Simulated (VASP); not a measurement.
# Si5C (P2/m) in VASP: single point with PBE

Aim: the single point of Si5C with PBE.

All numbers are computed with VASP 6.6.1; they aren't measurements. Logs are shortened: lines on timing, memory, paths and dates and some standing lists are left out, and cuts for length are marked.

## 1. The cell of the first run

Symmetry: P2/m, No. 10, monoclinic system. The conventional cell has a = 3.952 Å, b = 3.793 Å, c = 6.662 Å, α = 90.00°, β = 101.50°, γ = 90.00°. Within 3.2 Å of Si (site symmetry m) lie 9 Si at 2.38 to 3.13 Å and 2 C at 2.87 Å. Within 3.4 Å of Si (site symmetry m) lie 9 Si at 2.56 to 3.13 Å and 2 C at 2.87 to 2.90 Å. Si (site symmetry 2/m) has 8 Si at 2.72 to 3.11 Å and 4 C at 2.74 Å within 3.6 Å. Within 3.6 Å of C (site symmetry 2/m) lie 12 Si at 2.74 to 2.90 Å.

The cell was generated, and may not be a known phase.

## 2. Single point, PBE, collinear spin

Input file INCAR:

```
PREC = Accurate
ENCUT = 600
EDIFF = 1E-6
ISMEAR = 0
SIGMA = 0.1
LREAL = F
LASPH = T
NELM = 200
ALGO = Normal
ISIF = 2
LWAVE = F
LCHARG = F
ISPIN = 2
MAGMOM = 0 0 0 0 0 1
LORBIT = 11
GGA = PE
NBANDS = 25
GGA_COMPAT = F
```

Input file KPOINTS:

```
regular mesh
0
Gamma
  4 4 4
```

Input file POSCAR:

```
Si5C
1.0
    3.9515506500      0.0000000000      0.0000000000
    0.0000000000      3.7927543000      0.0000000000
   -1.3285644500      0.0000000000      6.5283867100
Si C
5 1
Direct
    0.0378380000      0.5000000000      0.3269200000
    0.6025630200      0.0000000000      0.3216199900
    0.9621620000      0.5000000000      0.6730800000
    0.3974369800      0.0000000000      0.6783800100
    0.5000000000      0.5000000000      0.0000000000
    0.0000000000      0.0000000000      0.0000000000
```

Potentials or basis: VASP PAW PBE potentials, release 64 (Si, C).

Run with:

```
cat potpaw_PBE.64/Si/POTCAR potpaw_PBE.64/C/POTCAR > POTCAR
mpirun -np 1 vasp_std > vasp.out
```

OUTCAR:

```text
PREC = Accurate
   ENCUT = 600
   EDIFF = 1E-6
   ISMEAR = 0
   LREAL = F
   LASPH = T
   NELM = 200
   ISIF = 2
   ISPIN = 2
   LORBIT = 11
   GGA = PE

 ion  position               nearest neighbor table
   1  0.038  0.500  0.327-   3 2.38   2 2.56   2 2.56   5 2.72   2 2.93   2 2.93   5 3.11   4 3.13
                             4 3.13
   2  0.603  0.000  0.322-   1 2.56   1 2.56   4 2.66   5 2.83   5 2.83   1 2.93   1 2.93   3 3.13
                             3 3.13
   3  0.962  0.500  0.673-   1 2.38   4 2.56   4 2.56   5 2.72   4 2.93   4 2.93   5 3.11   2 3.13
                             2 3.13
   4  0.397  0.000  0.678-   3 2.56   3 2.56   2 2.66   5 2.83   5 2.83   3 2.93   3 2.93   1 3.13
                             1 3.13
   5  0.500  0.500  0.000-   1 2.72   3 2.72   4 2.83   2 2.83   4 2.83   2 2.83   1 3.11   3 3.11

   6  0.000  0.000  0.000-

  LATTYP: Found a simple monoclinic cell.
 ALAT       =     3.9515506500
 B/A-ratio  =     0.9598141681
 C/A-ratio  =     1.6859711965
 COS(beta)  =    -0.1994182605

  Lattice vectors:

 A1 = (   3.9515506500,   0.0000000000,   0.0000000000)
 A2 = (   0.0000000000,   3.7927543000,   0.0000000000)
 A3 = (  -1.3285644500,   0.0000000000,   6.5283867100)

Analysis of symmetry for initial positions (statically):
=====================================================================
 Subroutine PRICEL returns:
 Original cell was already a primitive cell.

 Routine SETGRP: Setting up the symmetry group for a
 simple monoclinic supercell.

 Subroutine GETGRP returns: Found  4 space group operations
 (whereof  4 operations were pure point group operations)
 out of a pool of  4 trial point group operations.

The static configuration has the point symmetry C_2h.

Analysis of symmetry for dynamics (positions and initial velocities):
=====================================================================
 Subroutine PRICEL returns:
 Original cell was already a primitive cell.

 Routine SETGRP: Setting up the symmetry group for a
 simple monoclinic supercell.

 Subroutine GETGRP returns: Found  4 space group operations
 (whereof  4 operations were pure point group operations)
 out of a pool of  4 trial point group operations.

The dynamic configuration has the point symmetry C_2h.

Analysis of structural, dynamic, and magnetic symmetry:
=====================================================================
 Subroutine PRICEL returns:
 Original cell was already a primitive cell.

[... 150 lines left out ...]
 maximum number of plane-waves:      3300
   NGX = 15   NGY = 15   NGZ = 27

 number of electron      24.0000001 magnetization       0.0009080

 number of electron      24.0000001 magnetization      -0.0000317

 Free energy of the ion-electron system (eV)
  ---------------------------------------------------
  ext. energy  EPLUGINS =         0.00000000
  ---------------------------------------------------
  free energy    TOTEN  =       -28.77643163 eV

  energy without entropy =      -28.75893487  energy(sigma->0) =      -28.76768325

 E-fermi :   7.1520     XC(G=0): -10.4429

 val. band max:        7.1515215187   @ k =   0.5000   0.5000   0.2500
 cond. band min:       7.1596683190   @ k =  -0.2500   0.0000   0.2500
 fundamental gap:      0.0081468002
 Fermi energy:         7.1519934248

 spin component 1

 k-point     1 :       0.0000    0.0000    0.0000
  band No.  band energies     occupation
      1      -5.8604      1.00000
      2      -2.8129      1.00000
      3      -2.5459      1.00000
      4       1.6630      1.00000
      5       2.9472      1.00000
      6       3.5330      1.00000
[... 637 lines left out ...]
     23      13.6443      0.00000
     24      14.5985      0.00000

 [... further k-points ...]

 spin component 2

 k-point     1 :       0.0000    0.0000    0.0000
  band No.  band energies     occupation
      1      -5.8604      1.00000
      2      -2.8129      1.00000
      3      -2.5460      1.00000
      4       1.6631      1.00000
      5       2.9472      1.00000
      6       3.5330      1.00000
[... 637 lines left out ...]
     23      13.6443      0.00000
     24      14.5985      0.00000

 [... further k-points ...]

 [bands above 24 left out]

------------------------ aborting loop because EDIFF is reached ----------------------------------------

  FORCE on cell =-STRESS in cart. coord.  units (eV):
  Direction    XX          YY          ZZ          XY          YZ          ZX
  --------------------------------------------------------------------------------------
  -------------------------------------------------------------------------------------
  Total       -8.4242185     -7.3122326     -4.5385592      0.0000000      0.0000000     -0.5256138
  in kB     -137.9469393   -119.7381232    -74.3191014      0.0000000      0.0000000     -8.6069487
  external PRESSURE =    -110.6680547 kB  Pullay stress =       0.0000000 kB

 VOLUME and BASIS-vectors are now :
 -----------------------------------------------------------------------------
  energy-cutoff  :      600.00
  volume of cell :       97.84
      direct lattice vectors                 reciprocal lattice vectors
     3.951550650  0.000000000  0.000000000     0.253065211  0.000000000  0.051500234
     0.000000000  3.792754300  0.000000000     0.000000000  0.263660633  0.000000000
    -1.328564450  0.000000000  6.528386710     0.000000000  0.000000000  0.153177200

 POSITION                                       TOTAL-FORCE (eV/Angst)
 -----------------------------------------------------------------------------------
     -0.28482      1.89638      2.13426         0.338233      0.000000     -1.001647
      1.95377      0.00000      2.09966        -0.440701      0.000000     -0.059883
      2.90780      1.89638      4.39413        -0.338233      0.000000      1.001647
      0.66922      0.00000      4.42873         0.440701      0.000000      0.059883
      1.97578      1.89638      0.00000        -0.000000      0.000000      0.000000
      0.00000      0.00000      0.00000         0.000000      0.000000      0.000000
 -----------------------------------------------------------------------------------
    total drift:                               -0.000000     -0.000000     -0.000000

  FREE ENERGIE OF THE ION-ELECTRON SYSTEM (eV)
  ---------------------------------------------------
  free  energy   TOTEN  =       -28.7764316322 eV

  energy  without entropy=      -28.7589348720  energy(sigma->0) =      -28.76768325

 total charge

# of ion       s       p       d       tot
------------------------------------------
    1        0.843   0.701   0.000   1.543
    2        0.848   0.668   0.000   1.516
    3        0.843   0.701   0.000   1.543
    4        0.848   0.668   0.000   1.516
    5        0.883   0.576   0.000   1.460
    6        1.017   1.017   0.000   2.034
--------------------------------------------------
tot          5.282   4.329   0.000   9.611

 magnetization (x)

# of ion       s       p       d       tot
------------------------------------------
    1        0.000  -0.000   0.000  -0.000
    2        0.000  -0.000   0.000   0.000
    3        0.000  -0.000   0.000  -0.000
    4        0.000  -0.000   0.000   0.000
    5        0.000   0.000   0.000   0.000
    6       -0.000   0.000   0.000   0.000
--------------------------------------------------
tot          0.000   0.000   0.000   0.000
```

It took 2.6 min on 1 thread of Oxide Virtual Turin-like, shared host; peak memory 0.29 GiB.

Results:

```yaml
Free_energy: -28.7764 eV
Pressure: -11.1 GPa
Largest_force: 1.057 eV/Å
Band_gap_on_the_k_mesh: zero (filled and empty bands overlap)
Net_moment: 0.00 μB per cell
Valence_electrons_inside_the_program's_atomic_spheres: Si 1.54, 1.52, 1.46 (each value once); C 2.03
```

Forces on the atoms (eV/Å):
```
Si   0.338  0.000 -1.002
Si  -0.441  0.000 -0.060
Si  -0.338  0.000  1.002
Si   0.441  0.000  0.060
Si   0.000  0.000  0.000
C    0.000  0.000  0.000
```

Caveat: the k points lie up to 0.41 Å⁻¹ apart, too coarse for converged energies and pressures of a metal; forces of over 1 eV/Å act on the atoms, so gaps and moduli don't describe the material at rest.
